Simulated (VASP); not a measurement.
Sb:

```
Sb
1.0
     2.15420    1.24373    3.75800
    -2.15420    1.24373    3.75800
     0.00000   -2.48746    3.75800
Sb
2
Direct
  0.23349 0.23349 0.23349
  0.76651 0.76651 0.76651
```

```yaml
Program: VASP 6.6.1
Task: relaxation of cell and atoms
Functional: LDA
Potentials_or_basis: VASP PAW LDA potentials, release 64 (Sb)
Cutoff: 500 eV
k_mesh: 5 × 5 × 5
Occupations: fermi-dirac, width 0.02 eV
Spin: no spin polarisation
```

At the start: pressure -1.0 GPa; volume 30.21 Å³/atom.

Where does the relaxation end?

Over 6 steps the energy falls by 4.3 meV/atom and the volume is 29.51 Å³/atom (-2.3 %); space group R-3m (No. 166, to 0.05 Å).

Step by step:
```csv
step,energy change (eV),largest force (eV/Å),pressure (GPa),volume (Å³)
1,0.0000,0.0489,-1.02,60.41
2,-0.0043,0.1294,0.69,58.75
3,-0.0051,0.0803,0.20,59.20
4,-0.0074,0.0633,0.10,59.14
5,-0.0084,0.0435,-0.02,59.07
6,-0.0086,0.0194,-0.04,59.03
```

Final structure:
```cif
data_structure
_symmetry_space_group_name_H-M 'P 1'
_symmetry_Int_Tables_number 1
_cell_length_a 4.4235
_cell_length_b 4.4235
_cell_length_c 4.4235
_cell_angle_alpha 58.446
_cell_angle_beta 58.446
_cell_angle_gamma 58.446
_cell_volume 59.03
loop_
_atom_site_label
_atom_site_type_symbol
_atom_site_fract_x
_atom_site_fract_y
_atom_site_fract_z
_atom_site_occupancy
Sb1 Sb 0.23422 0.23422 0.23422 1
Sb2 Sb 0.76578 0.76578 0.76578 1
```
